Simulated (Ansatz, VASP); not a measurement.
**Two plane-wave programs on InAs**

Contents of INCAR:

```
PREC = Accurate
ENCUT = 500
EDIFF = 1E-6
ISMEAR = 0
SIGMA = 0.01
LREAL = False
LASPH = True
NELM = 120
ALGO = Normal
ISIF = 2
LWAVE = False
LCHARG = False
GGA = PE
NBANDS = 16
GGA_COMPAT = False
```

File KPOINTS:

```
Automatic mesh
0
Gamma
  10 10 10
```

Contents of POSCAR:

```
InAs
1.0
    0.0000000000      3.0407907419      3.0407907419
    3.0407907419      0.0000000000      3.0407907419
    3.0407907419      3.0407907419      0.0000000000
In As
1 1
Direct
    0.0000000000      0.0000000000      0.0000000000
    0.2500000000      0.2500000000      0.2500000000
```

Input for Ansatz:

```yaml
crystal:
  lattice:
    - [0.0, 3.0407907419, 3.0407907419]
    - [3.0407907419, 0.0, 3.0407907419]
    - [3.0407907419, 3.0407907419, 0.0]
  atoms:
    - { symbol: In, position: [0.0, 0.0, 0.0] }
    - { symbol: As, position: [0.25, 0.25, 0.25] }
basis:
  ecutwfc: 420
kpoints:
  mp_grid: { grid: [10, 10, 10] }
  band_path:
    path:
      - [[0.0, 0.0, 0.0], [-0.5, -0.5, 0.0], [-0.375, -0.375, 0.25]]
      - [[-0.375, 0.0, 0.375], [0.0, 0.0, 0.0], [0.0, 0.0, 0.5], [-0.5, -0.25, 0.25], [-0.5, -0.5, 0.0]]
    npoints: 10
hamiltonian:
  xc: pbe
  pseudopotentials: { kind: paw, azcp: { folder: soft_1 } }
scf:
  occupations: { method: gaussian, width: 0.01 }
  n_extra_bands: 7
output:
  forces: true
  stress: true
  eigenvalues: true
```

Alike in both runs: task single point; functional PBE; k mesh 10 × 10 × 10; occupations gaussian, width 0.01 eV; no spin polarisation.

|  | VASP | Ansatz |
| --- | --- | --- |
| version | VASP 6.6.1 | Ansatz 0.2.0 |
| potentials or method | VASP PAW PBE potentials, release 64 (In_d, As), cutoff 500 eV | scalar-relativistic, plane waves, PAW |
| valence electrons in the cell | 18 | 28 |

VASP gave:

* gap on the k mesh at the Fermi level (eV): none
* pressure (GPa): 2.9

**Question.** What did Ansatz give for the same quantities?

**Answer.** gap on the k mesh at the Fermi level (eV): none; pressure (GPa): 2.8.

A gap of «none» marks a metal or a gap that the smearing closes. The functional is the same, so the differences come from potentials, cutoffs and numerics. VASP's potentials hold 18 valence electrons a cell and Ansatz's 28, so a difference there can come from the potentials and not from the codes.
